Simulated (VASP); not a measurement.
Set up this calculation in VASP 6.6.1, as the native input.

```
Task                   : single point
Functional             : PBEsol
Potentials or basis    : VASP PAW PBE potentials, release 64 (W_sv, S)
Cutoff                 : 520 eV
k mesh                 : 12 × 12 × 2
Occupations            : gaussian, width 0.05 eV
Spin                   : no spin polarisation
Dipole correction      : no
Further INCAR settings : ALGO = Normal; EDIFF = 1e-07; NBANDS = 35
```

The structure of WS2 lies in POSCAR:

```
WS2
1.0
    3.1930696044      0.0000000000      0.0000000000
   -1.5965348022      2.7244131955      0.0000000000
    0.0000000000      0.0000000000     23.5674572586
W S
2 4
Direct
    0.3333333333      0.6666666667      0.6345758579
    0.6666666667      0.3333333333      0.3654241421
    0.3333333333      0.6666666667      0.2989469828
    0.6666666667      0.3333333333      0.5680493466
    0.3333333333      0.6666666667      0.4319506534
    0.6666666667      0.3333333333      0.7010530172
```

This cell differs from its parent crystal: strain +0.0150 x Voigt [1, 0, 0, 0, 0, 0].

These files were run (other wordings do the same):

INCAR

```
SYSTEM = WS2
PREC = Accurate
ENCUT = 520
EDIFF = 1E-7
ISMEAR = 0
SIGMA = 0.05
LREAL = .False.
LASPH = .True.
NELM = 100
ALGO = Normal
ISIF = 2
LWAVE = .False.
LCHARG = .False.
GGA = PS
NBANDS = 35
```

KPOINTS

```
regular mesh
0
Gamma
  12 12 2
  0 0 0
```

Potentials or basis: VASP PAW PBE potentials, release 64 (W_sv, S).

Command:

```bash
$ cat potpaw_PBE.64/W_sv/POTCAR potpaw_PBE.64/S/POTCAR > POTCAR
$ mpirun -np 1 vasp_std > vasp.out
```

It gave:

| Property | Result |
| --- | --- |
| Largest force | 0.160 eV/Å |
| Band gap on the k mesh | 1.50 eV (least direct gap 1.82 eV) |

Caveat: the cell differs from its parent crystal (strain +0.0150 x Voigt [1, 0, 0, 0, 0, 0]); there is no dipole correction, which matters where the two faces differ; the PAW data sets were made with another functional, which shifts forces and pressure a little; spin-orbit coupling is left out, which moves the levels of the heavy elements.

Wall time 22 min on 1 thread of Intel Xeon 8259CL, with other jobs on the host, peak memory 0.64 GiB.
